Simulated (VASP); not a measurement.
# N (P6_3/mmc) in VASP: a series of runs

Runs on N. Level: PBEsol. Tasks: single point.

Program: VASP 6.6.1. These are calculated values, not measurements. Logs are shortened: lines on timing, memory, paths and dates and some standing lists are left out, and cuts for length are marked.

## 1. The cell of the first run

Symmetry: P6_3/mmc, No. 194, hexagonal system. The conventional cell has a = 4.334 Å, b = 4.334 Å, c = 6.726 Å, α = 90.00°, β = 90.00°, γ = 120.00°. N (site symmetry 3m) has 1 N at 1.06 Å within 1.4 Å.

## 2. Single point, PBEsol (strain +0.040 along x and y, -0.040 along z)

INCAR

```
SYSTEM = N
ALGO     = Normal         ! electronic algorithm
EDIFF    = 1E-7           ! SCF threshold, eV
ENCUT    = 520            ! plane-wave cutoff, eV
GGA      = PS             ! functional
ISIF     = 2              ! what is computed and relaxed
ISMEAR   = 0              ! smearing method
LASPH    = .True.         ! aspherical terms in the spheres
LCHARG   = .False.        ! write CHGCAR
LREAL    = .False.        ! projectors in reciprocal space
LWAVE    = .False.        ! write WAVECAR
NBANDS   = 18             ! bands
NELM     = 80             ! most SCF steps
PREC     = Accurate       ! precision mode
SIGMA    = 0.05           ! smearing width, eV
```

KPOINTS

```
k-points
0
Gamma
  6 6 4
  0 0 0
```

POSCAR

```
N
1.0
    4.3339221230      0.0000000000      0.0000000000
   -2.1669610615      3.7532866566      0.0000000000
    0.0000000000      0.0000000000      6.7257633696
N
4
Direct
    0.3333333333      0.6666666667      0.3289300400
    0.3333333333      0.6666666667      0.1710699600
    0.6666666667      0.3333333333      0.8289300400
    0.6666666667      0.3333333333      0.6710699600
```

Potentials or basis: VASP PAW PBE potentials, release 64 (N).

Command:

```
$ cat potpaw_PBE.64/N/POTCAR > POTCAR
$ mpirun -np 1 vasp_std > vasp.out
```

OUTCAR:

```text
SYSTEM = N
   EDIFF = 1E-7
   ENCUT = 520
   GGA = PS
   ISIF = 2
   ISMEAR = 0
   LASPH = .True.
   LREAL = .False.
   NELM = 80
   PREC = Accurate

 ion  position               nearest neighbor table
   1  0.333  0.667  0.329-   2 1.06
   2  0.333  0.667  0.171-   1 1.06
   3  0.667  0.333  0.829-   4 1.06
   4  0.667  0.333  0.671-   3 1.06

  LATTYP: Found a hexagonal cell.
 ALAT       =     4.3339221230
 C/A-ratio  =     1.5518883770

  Lattice vectors:

 A1 = (   4.3339221230,   0.0000000000,   0.0000000000)
 A2 = (  -2.1669610615,   3.7532866566,   0.0000000000)
 A3 = (   0.0000000000,   0.0000000000,   6.7257633696)

Analysis of symmetry for initial positions (statically):
[... 10 lines left out ...]

The static configuration has the point symmetry D_3d.
 The point group associated with its full space group is D_6h.

Analysis of symmetry for dynamics (positions and initial velocities):
[... 10 lines left out ...]

The dynamic configuration has the point symmetry D_3d.
 The point group associated with its full space group is D_6h.

 Subroutine INISYM returns: Found 24 space group operations
[... 5 lines left out ...]
                                     Primitive cell

  volume of cell :     109.4043

  direct lattice vectors                    reciprocal lattice vectors
     4.333922123  0.000000000  0.000000000     0.230737879  0.133216577  0.000000000
    -2.166961061  3.753286657  0.000000000     0.000000000  0.266433154  0.000000000
     0.000000000  0.000000000  6.725763370     0.000000000  0.000000000  0.148682008

  length of vectors
     4.333922123  4.333922123  6.725763370     0.266433154  0.266433154  0.148682008

  position of ions in fractional coordinates (direct lattice)
     0.333333333  0.666666667  0.328930040
     0.333333333  0.666666667  0.171069960
     0.666666667  0.333333333  0.828930040
     0.666666667  0.333333333  0.671069960

  ion indices of the primitive-cell ions
   primitive index   ion index
                 1           1
                 2           2
                 3           3
                 4           4

----------------------------------------------------------------------------------------

 KPOINTS: k-points

Automatic generation of k-mesh.
 Grid dimensions read from file:
 generate k-points for:    6    6    4

 Generating k-lattice:

  Cartesian coordinates                     Fractional coordinates (reciprocal lattice)
     0.038456313  0.022202763  0.000000000     0.166666667  0.000000000  0.000000000
     0.000000000  0.044405526  0.000000000     0.000000000  0.166666667  0.000000000
     0.000000000  0.000000000  0.037170502     0.000000000  0.000000000  0.250000000

  Length of vectors
     0.044405526  0.044405526  0.037170502

  Shift w.r.t. Gamma in fractional coordinates (k-lattice)
     0.000000000  0.000000000  0.000000000

 Subroutine IBZKPT returns following result:
 ===========================================

 Found     21 irreducible k-points:

 Following reciprocal coordinates:
            Coordinates               Weight
  0.000000  0.000000  0.000000      1.000000
  0.166667  0.000000  0.000000      6.000000
  0.333333  0.000000  0.000000      6.000000
  0.500000  0.000000  0.000000      3.000000
  0.166667  0.166667  0.000000      6.000000
  0.333333  0.166667  0.000000     12.000000
[... 13 lines left out ...]
  0.333333  0.166667  0.500000     12.000000
  0.333333  0.333333  0.500000      2.000000
   k-points           NKPTS =     21   k-points in BZ     NKDIM =     21   number of bands    NBANDS=     18
   number of dos      NEDOS =    301   number of ions     NIONS =      4
   total plane-waves  NPLWV =  51200
   dimension x,y,z NGX =    32 NGY =   32 NGZ =   50
   dimension x,y,z NGXF=    64 NGYF=   64 NGZF=  100
   ions per type =               4
   NGX,Y,Z   is equivalent  to a cutoff of  12.27, 12.27, 12.36 a.u.
   NGXF,Y,Z  is equivalent  to a cutoff of  24.55, 24.55, 24.72 a.u.
 SYSTEM =  N
   PREC   = accura    normal or accurate (medium, high low for compatibility)
   ISTART =      0    job   : 0-new  1-cont  2-samecut
   ICHARG =      2    charge: 1-file 2-atom 10-const
   ISPIN  =      1    spin polarized calculation?
   LNONCOLLINEAR =      F non collinear calculations
   LSORBIT =      F    spin-orbit coupling
   LASPH  =      T    aspherical Exc in radial PAW
   ENCUT  =  520.0 eV  38.22 Ry    6.18 a.u.   8.06  8.06 12.51*2*pi/ulx,y,z
   NELM   =     80;   NELMIN=  2; NELMDL= -5     # of ELM steps
   EDIFF  = 0.1E-06   stopping-criterion for ELM
   LREAL  =      F    real-space projection
   EDIFFG = 0.1E-05   stopping-criterion for IOM
   NSW    =      0    number of steps for IOM
   IBRION =     -1    ionic relax: 0-MD 1-quasi-New 2-CG
   NFREE  =      0    steps in history (QN), initial steepest desc. (CG)
   ISIF   =      2    stress and relaxation
   ISYM   =      2    0-nonsym 1-usesym 2-fastsym
   POTIM  = 0.5000    time-step for ionic-motion
   TEBEG  =    0.0;   TEEND  =   0.0 temperature during run
   PSTRESS=    0.0 pullay stress
   NELECT =      20.0000    total number of electrons
   NUPDOWN=      -1.0000    fix difference up-down
   EMIN   =  10.00;   EMAX   =-10.00  energy-range for DOS
   EFERMI =   0.00;   METHOD = LEGACY
   ISMEAR =     0;   SIGMA  =   0.05  broadening in eV -4-tet -1-fermi 0-gaus
   EFERMI_NEDOS =   21; number of points for ismear=-14 and -15
   IALGO  =     38    algorithm
   IMIX   =      4    mixing-type and parameters
     AMIX     =   0.40;   BMIX     =  1.00
     AMIX_MAG =   1.60;   BMIX_MAG =  1.00
  volume/ion in A,a.u.               =      27.35       184.57
  Fermi-wavevector in a.u.,A,eV,Ry     =   0.929123  1.755788 11.745503  0.863270
  Thomas-Fermi vector in A             =   2.055373
   LORBIT       =      0    0 simple, 1 ext, 2 COOP (PROOUT), +10 PAW based schemes
   GGA     = PS    functional components
   LHFCALC =     F    Hartree Fock is set to
   AEXX    =    0.0000 exact exchange contribution
   IVDW    =     0    specifies the selected vdW correction
   LEPSILON=     F    determine dielectric tensor
   LRPA    =     F    only Hartree local field effects (RPA)
 non-spin polarized calculation
 Gauss-broadening in eV      SIGMA  =   0.05
  energy-cutoff  :      520.00
  volume of cell :      109.40
 maximum number of plane-waves:      2982
   NGX = 17   NGY = 17   NGZ = 25

 number of electron      19.9999997 magnetization

 Free energy of the ion-electron system (eV)
  ---------------------------------------------------
  ext. energy  EPLUGINS =         0.00000000
  ---------------------------------------------------
  free energy    TOTEN  =       -33.70580277 eV

  energy without entropy =      -33.70580277  energy(sigma->0) =      -33.70580277

 E-fermi :  -6.5327     XC(G=0):  -5.6144

 val. band max:       -6.8439390451   @ k =   0.0000   0.0000   0.0000
 cond. band min:       0.6173869141   @ k =   0.3333   0.3333   0.0000
 fundamental gap:      7.4613259592
 Fermi energy:        -6.5327227048

 k-point     1 :       0.0000    0.0000    0.0000
  band No.  band energies     occupation
      1     -26.0877      2.00000
      2     -26.0651      2.00000
      3     -10.6137      2.00000
      4      -9.8719      2.00000
      5      -9.0961      2.00000
      6      -9.0961      2.00000
[... 10 lines left out ...]
     17       6.0305      0.00000
     18       9.1585      0.00000

 k-point     2 :       0.1667    0.0000    0.0000
  band No.  band energies     occupation
      1     -26.0847      2.00000
      2     -26.0647      2.00000
      3     -10.5618      2.00000
      4      -9.9076      2.00000
      5      -9.1436      2.00000
      6      -9.1162      2.00000
[... 10 lines left out ...]
     17       6.4768      0.00000
     18       7.8547      0.00000

 k-point     3 :       0.3333    0.0000    0.0000
  band No.  band energies     occupation
      1     -26.0776      2.00000
      2     -26.0646      2.00000
      3     -10.4315      2.00000
      4     -10.0050      2.00000
      5      -9.2503      2.00000
      6      -9.1546      2.00000
[... 10 lines left out ...]
     17       6.4273      0.00000
     18       7.5111      0.00000

 k-point     4 :       0.5000    0.0000    0.0000
  band No.  band energies     occupation
      1     -26.0731      2.00000
      2     -26.0657      2.00000
      3     -10.3303      2.00000
      4     -10.0898      2.00000
      5      -9.3035      2.00000
      6      -9.1931      2.00000
[... 10 lines left out ...]
     17       6.0278      0.00000
     18       7.1344      0.00000

 k-point     5 :       0.1667    0.1667    0.0000
  band No.  band energies     occupation
      1     -26.0795      2.00000
      2     -26.0644      2.00000
      3     -10.4693      2.00000
      4      -9.9753      2.00000
      5      -9.1991      2.00000
      6      -9.1858      2.00000
[... 10 lines left out ...]
     17       6.8400      0.00000
     18       7.2048      0.00000

 k-point     6 :       0.3333    0.1667    0.0000
  band No.  band energies     occupation
      1     -26.0730      2.00000
      2     -26.0655      2.00000
      3     -10.3320      2.00000
      4     -10.0876      2.00000
      5      -9.2795      2.00000
      6      -9.2009      2.00000
[... 244 lines left out ...]
 k-point    18 :       0.5000    0.0000    0.5000
  band No.  band energies     occupation
      1     -26.0692      2.00000
      2     -26.0692      2.00000
      3     -10.2508      2.00000
      4     -10.2508      2.00000
      5      -9.1824      2.00000
      6      -9.1824      2.00000
[... 10 lines left out ...]
     17       5.8663      0.00000
     18       5.8663      0.00000

 k-point    19 :       0.1667    0.1667    0.5000
  band No.  band energies     occupation
      1     -26.0721      2.00000
      2     -26.0721      2.00000
      3     -10.2720      2.00000
      4     -10.2720      2.00000
      5      -9.1267      2.00000
      6      -9.1267      2.00000
[... 10 lines left out ...]
     17       7.2715      0.00000
     18       7.2715      0.00000

 k-point    20 :       0.3333    0.1667    0.5000
  band No.  band energies     occupation
      1     -26.0692      2.00000
      2     -26.0692      2.00000
      3     -10.2499      2.00000
      4     -10.2499      2.00000
      5      -9.1703      2.00000
      6      -9.1703      2.00000
[... 10 lines left out ...]
     17       6.2052      0.00000
     18       6.2052      0.00000

 k-point    21 :       0.3333    0.3333    0.5000
  band No.  band energies     occupation
      1     -26.0683      2.00000
      2     -26.0683      2.00000
      3     -10.2416      2.00000
      4     -10.2416      2.00000
      5      -9.1707      2.00000
      6      -9.1707      2.00000
[... 10 lines left out ...]
     17       5.7234      0.00000
     18       5.7234      0.00000

------------------------ aborting loop because EDIFF is reached ----------------------------------------

  FORCE on cell =-STRESS in cart. coord.  units (eV):
  Direction    XX          YY          ZZ          XY          YZ          ZX
  --------------------------------------------------------------------------------------
  -------------------------------------------------------------------------------------
  Total       -0.0541481     -0.0541481     19.4744368      0.0000000      0.0000000      0.0000000
  in kB       -0.7929744     -0.7929744    285.1944486      0.0000000      0.0000000      0.0000000
  external PRESSURE =      94.5361666 kB  Pullay stress =       0.0000000 kB

 VOLUME and BASIS-vectors are now :
 -----------------------------------------------------------------------------
  energy-cutoff  :      520.00
  volume of cell :      109.40
      direct lattice vectors                 reciprocal lattice vectors
     4.333922123  0.000000000  0.000000000     0.230737879  0.133216577  0.000000000
    -2.166961061  3.753286657  0.000000000     0.000000000  0.266433154  0.000000000
     0.000000000  0.000000000  6.725763370     0.000000000  0.000000000  0.148682008

 POSITION                                       TOTAL-FORCE (eV/Angst)
 -----------------------------------------------------------------------------------
     -0.00000      2.50219      2.21231        -0.000000      0.000000      9.244969
     -0.00000      2.50219      1.15058         0.000000      0.000000     -9.244969
      2.16696      1.25110      5.57519        -0.000000      0.000000      9.244969
      2.16696      1.25110      4.51346         0.000000      0.000000     -9.244969
 -----------------------------------------------------------------------------------
    total drift:                               -0.000000      0.000000      0.000000

  FREE ENERGIE OF THE ION-ELECTRON SYSTEM (eV)
  ---------------------------------------------------
  free  energy   TOTEN  =       -33.7058027721 eV

  energy  without entropy=      -33.7058027721  energy(sigma->0) =      -33.70580277
```

Run time: 13 s. Hardware: 1 thread of Intel Xeon 6975P-C (Granite Rapids), shared host; peak memory 0.2 GiB.

What came out:

- Free energy: -33.7058 eV
- Pressure: 9.5 GPa
- Largest force: 9.245 eV/Å
- Band gap on the k mesh: 7.46 eV, indirect (least direct gap 7.82 eV)

Forces on the atoms (eV/Å):
```
N    0.000  0.000  9.245
N    0.000  0.000 -9.245
N    0.000  0.000  9.245
N    0.000  0.000 -9.245
```

Caveat: the cell differs from its parent crystal (strain +0.040 along x and y, -0.040 along z); the standard files for N, O and F lose accuracy on very short bonds; the PAW data sets were made with another functional, which shifts forces and pressure a little.

(Part 1 of 2 ends here.)
